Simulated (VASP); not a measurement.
# Ti12H (a cell with a defect) in VASP: a series of runs, part 2 of 2

VASP 6.6.1.

**4. Single point, PBE+D3(BJ)**

Contents of INCAR:

```
PREC = Accurate
ENCUT = 520
EDIFF = 1E-6
ISMEAR = -1
SIGMA = 0.05
LREAL = False
LASPH = True
NELM = 80
ALGO = Normal
ISIF = 2
LWAVE = False
LCHARG = False
GGA = PE
IVDW = 12
NBANDS = 84
```

Contents of KPOINTS:

```
regular mesh
0
Gamma
  3 2 4
```

Contents of POSCAR:

```
Ti12H
1.0
    5.9000000000      0.0000000000      0.0000000000
   -4.4250000000      7.6643250000      0.0000000000
    0.0000000000      0.0000000000      4.6846000000
Ti H
12 1
Direct
   -0.0066874011     -0.0043269303     -0.0025227341
    0.1474473248      0.2133758681      0.5022078726
   -0.0028753792      0.3305471780     -0.0009294283
    0.1655241934      0.5539414104      0.4986141826
    0.0053222332      0.6703973279     -0.0008564232
    0.1725854133      0.8924569352      0.4981695342
    0.5019715137      0.0003195324     -0.0015414336
    0.6725834870      0.2152471353      0.5024390556
    0.4985999618      0.3330765593      0.0056999530
    0.6819660848      0.5728212204      0.5030171199
    0.4976709681      0.6666256976     -0.0011755539
    0.6598266748      0.8856143235      0.4985044614
    0.5014149330      0.3369365208      0.4721668872
```

Potentials or basis: VASP PAW PBE potentials, release 64 (Ti_sv, H).

Launch:

```bash
$ cat potpaw_PBE.64/Ti_sv/POTCAR potpaw_PBE.64/H/POTCAR > POTCAR
$ mpirun -np 1 vasp_std > vasp.out
```

OUTCAR:

```text
PREC = Accurate
   ENCUT = 520
   EDIFF = 1E-6
   ISMEAR = -1
   LREAL = False
   LASPH = True
   NELM = 80
   ISIF = 2
   GGA = PE
   IVDW = 12
 IVDW          = 12

 ion  position               nearest neighbor table
   1  0.993  0.996  0.997-   2 2.86  12 2.89   2 2.89   6 2.90  12 2.90   6 2.90   5 2.91  11 2.92
                             7 2.92
   2  0.147  0.213  0.502-  13 1.81   8 2.81   1 2.86   3 2.86   3 2.89  12 2.89   1 2.89   6 2.92

   3  0.997  0.331  0.999-   8 2.86   2 2.86   8 2.88   2 2.89   4 2.90   4 2.90
   4  0.166  0.554  0.499-  11 2.89  11 2.89   5 2.90   3 2.90   5 2.90   3 2.90
   5  0.005  0.670  0.999-  10 2.85  10 2.88   6 2.89   6 2.90   4 2.90   4 2.90   1 2.91
   6  0.173  0.892  0.498-  10 2.86   7 2.88   7 2.89   5 2.89   1 2.90   5 2.90   1 2.90   8 2.90
                            12 2.91   2 2.92
   7  0.502  0.000  0.998-   8 2.85   8 2.88   6 2.88   6 2.89  12 2.89  12 2.89   1 2.92
   8  0.673  0.215  0.502-  13 1.81   2 2.81   7 2.85   3 2.86   7 2.88  12 2.88   3 2.88   6 2.90

   9  0.499  0.333  0.006-
  10  0.682  0.573  0.503-  13 1.81  12 2.84   5 2.85  11 2.86   6 2.86   5 2.88  11 2.89
  11  0.498  0.667  0.999-  10 2.86  12 2.88  12 2.88  10 2.89   4 2.89   4 2.89   1 2.92
  12  0.660  0.886  0.499-  10 2.84  11 2.88   8 2.88  11 2.88   7 2.89   7 2.89   2 2.89   1 2.89
                             1 2.90   6 2.91
  13  0.501  0.337  0.472-   8 1.81  10 1.81   2 1.81

  LATTYP: Found a simple monoclinic cell.
 ALAT       =     5.9000000000
 B/A-ratio  =     0.7940000000
 C/A-ratio  =     1.3228756849
 COS(beta)  =    -0.1889822323

  Lattice vectors:

 A1 = (   5.9000000000,   0.0000000000,   0.0000000000)
 A2 = (   0.0000000000,   0.0000000000,   4.6846000000)
 A3 = (  -1.4750000000,  -7.6643250000,   0.0000000000)

Analysis of symmetry for initial positions (statically):
=====================================================================
 Subroutine PRICEL returns:
 Original cell was already a primitive cell.

 Routine SETGRP: Setting up the symmetry group for a
 simple monoclinic supercell.

 Subroutine GETGRP returns: Found  1 space group operations
 (whereof  1 operations were pure point group operations)
 out of a pool of  4 trial point group operations.

The static configuration has the point symmetry C_1 .

Analysis of symmetry for dynamics (positions and initial velocities):
=====================================================================
 Subroutine PRICEL returns:
 Original cell was already a primitive cell.

 Routine SETGRP: Setting up the symmetry group for a
 simple monoclinic supercell.

 Subroutine GETGRP returns: Found  1 space group operations
 (whereof  1 operations were pure point group operations)
 out of a pool of  4 trial point group operations.

The dynamic configuration has the point symmetry C_1 .

 Subroutine INISYM returns: Found  1 space group operations
 (whereof  1 operations are pure point group operations),
 and found     1 'primitive' translations

----------------------------------------------------------------------------------------

                                     Primitive cell

  volume of cell :     211.8354

[... 102 lines left out ...]
   total plane-waves  NPLWV = 120960
   dimension x,y,z NGX =    48 NGY =   70 NGZ =   36
   dimension x,y,z NGXF=    96 NGYF=  140 NGZF=   72
   ions per type =              12   1
   NGX,Y,Z   is equivalent  to a cutoff of  13.53, 13.15, 12.78 a.u.
   NGXF,Y,Z  is equivalent  to a cutoff of  27.05, 26.30, 25.55 a.u.
 SYSTEM =  unknown system
   PREC   = accura    normal or accurate (medium, high low for compatibility)
   ISTART =      0    job   : 0-new  1-cont  2-samecut
   ICHARG =      2    charge: 1-file 2-atom 10-const
   ISPIN  =      1    spin polarized calculation?
   LNONCOLLINEAR =      F non collinear calculations
   LSORBIT =      F    spin-orbit coupling
   LASPH  =      T    aspherical Exc in radial PAW
   ENCUT  =  520.0 eV  38.22 Ry    6.18 a.u.  10.97 16.46  8.71*2*pi/ulx,y,z
   NELM   =     80;   NELMIN=  2; NELMDL= -5     # of ELM steps
   EDIFF  = 0.1E-05   stopping-criterion for ELM
   LREAL  =      F    real-space projection
   EDIFFG = 0.1E-04   stopping-criterion for IOM
   NSW    =      0    number of steps for IOM
   IBRION =     -1    ionic relax: 0-MD 1-quasi-New 2-CG
   NFREE  =      0    steps in history (QN), initial steepest desc. (CG)
   ISIF   =      2    stress and relaxation
   ISYM   =      2    0-nonsym 1-usesym 2-fastsym
   POTIM  = 0.5000    time-step for ionic-motion
   TEBEG  =    0.0;   TEEND  =   0.0 temperature during run
   PSTRESS=    0.0 pullay stress
   NELECT =     145.0000    total number of electrons
   NUPDOWN=      -1.0000    fix difference up-down
   EMIN   =  10.00;   EMAX   =-10.00  energy-range for DOS
   EFERMI =   0.00;   METHOD = LEGACY
   ISMEAR =    -1;   SIGMA  =   0.05  broadening in eV -4-tet -1-fermi 0-gaus
   EFERMI_NEDOS =   21; number of points for ismear=-14 and -15
   IALGO  =     38    algorithm
   IMIX   =      4    mixing-type and parameters
     AMIX     =   0.40;   BMIX     =  1.00
     AMIX_MAG =   1.60;   BMIX_MAG =  1.00
  volume/ion in A,a.u.               =      16.30       109.96
  Fermi-wavevector in a.u.,A,eV,Ry     =   1.442773  2.726446 28.321806  2.081594
  Thomas-Fermi vector in A             =   2.561256
   LORBIT       =      0    0 simple, 1 ext, 2 COOP (PROOUT), +10 PAW based schemes
   GGA     = PE    functional components
   LHFCALC =     F    Hartree Fock is set to
   AEXX    =    0.0000 exact exchange contribution
   IVDW    =    12    specifies the selected vdW correction
   LEPSILON=     F    determine dielectric tensor
   LRPA    =     F    only Hartree local field effects (RPA)
 non-spin polarized calculation
  energy-cutoff  :      520.00
  volume of cell :      211.84
 maximum number of plane-waves:      5706
 NGX is ok and might be reduce to    48
   NGX = 21   NGY = 33   NGZ = 17

 number of electron     144.9999993 magnetization

 Free energy of the ion-electron system (eV)
  ---------------------------------------------------
  ext. energy  EPLUGINS =         0.00000000
  ---------------------------------------------------
  free energy    TOTEN  =       -97.64058736 eV

  energy without entropy =      -97.46332815  energy(sigma->0) =      -97.55195775

 E-fermi :   8.2817     XC(G=0): -11.4690

 val. band max:        8.2719099674   @ k =  -0.3333   0.0000   0.2500
 cond. band min:       8.2853587677   @ k =   0.0000   0.0000   0.2500
 fundamental gap:      0.0134488003
 Fermi energy:         8.2816969001

 k-point     1 :       0.0000    0.0000    0.0000
  band No.  band energies     occupation
      1     -48.7426      2.00000
      2     -48.6084      2.00000
      3     -48.5539      2.00000
      4     -48.5371      2.00000
      5     -48.5099      2.00000
      6     -48.5044      2.00000
[... 1207 lines left out ...]
     83       8.7357      0.00023
     84       8.7479      0.00018

------------------------ aborting loop because EDIFF is reached ----------------------------------------

 Edisp (eV)   -7.28779

 E8    (eV) :    -3.4286

  FORCE on cell =-STRESS in cart. coord.  units (eV):
  Direction    XX          YY          ZZ          XY          YZ          ZX
  --------------------------------------------------------------------------------------
  -------------------------------------------------------------------------------------
  Total      -7.03427    -7.35390    -8.74297     0.17392     0.00852    -0.00029
  in kB     -53.20240   -55.61983   -66.12583     1.31543     0.06446    -0.00222
  external pressure =      -58.32 kB  Pullay stress =        0.00 kB

 VOLUME and BASIS-vectors are now :
 -----------------------------------------------------------------------------
  energy-cutoff  :      520.00
  volume of cell :      211.84
      direct lattice vectors                 reciprocal lattice vectors
     5.900000000  0.000000000  0.000000000     0.169491525  0.097855976  0.000000000
    -4.425000000  7.664325000  0.000000000     0.000000000  0.130474634  0.000000000
     0.000000000  0.000000000  4.684600000     0.000000000  0.000000000  0.213465397

 POSITION                                       TOTAL-FORCE (eV/Angst)
 -----------------------------------------------------------------------------------
      1.45469      7.63116      4.67278        -0.003615     -0.009644     -0.003256
     -0.07425      1.63538      2.35264        -0.002844     -0.003380      0.049118
      4.42036      2.53342      4.68025        -0.010839      0.000969      0.010098
     -1.47460      4.24559      2.33581         0.002273      0.000157     -0.003667
     -2.93511      5.13814      4.68059         0.005417     -0.002636      0.010088
     -2.93087      6.84008      2.33372         0.003659     -0.004128     -0.001275
      2.96022      0.00245      4.67738        -0.001496      0.013429      0.007006
      3.01577      1.64972      2.35373         0.006139     -0.000398      0.048038
      1.46788      2.55281      0.02670         0.000350     -0.004656      0.072777
      1.48887      4.39029      2.35643         0.008272      0.011489      0.047594
     -0.01356      5.10924      4.67909        -0.003741      0.001128      0.008924
     -0.02587      6.78764      2.33529        -0.001546     -0.001196      0.006707
      1.46740      2.58239      2.21191        -0.002027     -0.001134     -0.252153
 -----------------------------------------------------------------------------------
    total drift:                               -0.000331      0.000449     -0.000065

  FREE ENERGIE OF THE ION-ELECTRON SYSTEM (eV)
  ---------------------------------------------------
  free  energy   TOTEN  =      -104.9283804626 eV

  energy  without entropy=     -104.7511212556  energy(sigma->0) =     -104.83975086
```

It took 15 min on 1 thread of Oxide Virtual Turin-like, shared host; peak memory 0.41 GiB.

Results:

```
Free energy                : -104.9284 eV
Pressure                   : -5.8 GPa
Largest force              : 0.252 eV/Å
Band gap on the k mesh     : zero (an odd number of electrons rules out a gap without spin polarisation)
Dispersion energy per atom : -0.561 eV
```

Forces on the atoms (eV/Å):
```
Ti  -0.004 -0.010 -0.003
Ti  -0.003 -0.003  0.049
Ti  -0.011  0.001  0.010
Ti   0.002  0.000 -0.004
Ti   0.005 -0.003  0.010
Ti   0.004 -0.004 -0.001
Ti  -0.001  0.013  0.007
Ti   0.006  0.000  0.048
Ti   0.000 -0.005  0.073
Ti   0.008  0.011  0.048
Ti  -0.004  0.001  0.009
Ti  -0.002 -0.001  0.007
H   -0.002 -0.001 -0.252
```

Stress tensor (GPa, compression positive):
```
-5.32  0.13  0.00
 0.13 -5.56  0.01
 0.00  0.01 -6.61
```

Caveat: the k points lie up to 0.41 Å⁻¹ apart, too coarse for converged energies and pressures of a metal.

**5. Overview**

| cell | gap on the mesh (eV) | pressure (GPa) | largest force (eV/Å) |
| --- | --- | --- | --- |
| as given, atomic positions A | none | -5.8 | 0.34 |
| as given, atomic positions B | none | -5.8 | 0.20 |
| as given, atomic positions C | none | -5.8 | 0.25 |

Alike in all rows: task single point; level PBE+D3(BJ); potentials or basis VASP PAW PBE potentials, release 64 (Ti_sv, H); no spin polarisation; k mesh 3 × 2 × 4; cutoff (eV) 520; smearing fermi-dirac 0.05 eV.

Caveats: all runs use coarse meshes.

Total energies depend on the potentials used, so only differences within one code and one set of settings carry meaning.
